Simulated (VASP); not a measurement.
Runs of VASP 6.6.1 on VH2. It takes space group Fm-3m (No. 225, cubic). Conventional cell: a = 4.271 Å, b = 4.271 Å, c = 4.271 Å, α = 90.00°, β = 90.00°, γ = 90.00°. Within 2.5 Å of V (site symmetry m-3m) lie 8 H at 1.85 Å. H (site symmetry -43m) has 4 V at 1.85 Å and 6 H at 2.14 Å within 2.5 Å. 

```csv
spin,fixed moment (μB),pressure (GPa),moment (μB)
"collinear, ferromagnetic start",1.8,-0.3,1.80
"collinear, ferromagnetic start",1.3,(b),1.30
"collinear, ferromagnetic start",0.4,(a),0.40
"collinear, ferromagnetic start",0.9,-10.0,0.90
"collinear, zero start",0.0,-12.0,0.00
```

Alike in all rows: task single point; level PBEsol; potentials or basis VASP PAW PBE potentials, release 64 (V_sv, H); cell as given; k mesh 5 × 5 × 5; cutoff (eV) 500; smearing methfessel-paxton 0.1 eV.

Task: Fill in the values left out.

Result: (a) -11.6; (b) -6.8.

Caveats: all runs use coarse meshes; the PAW data sets were made with another functional, which shifts forces and pressure a little; the total moment is fixed, so each spin has its own Fermi level.
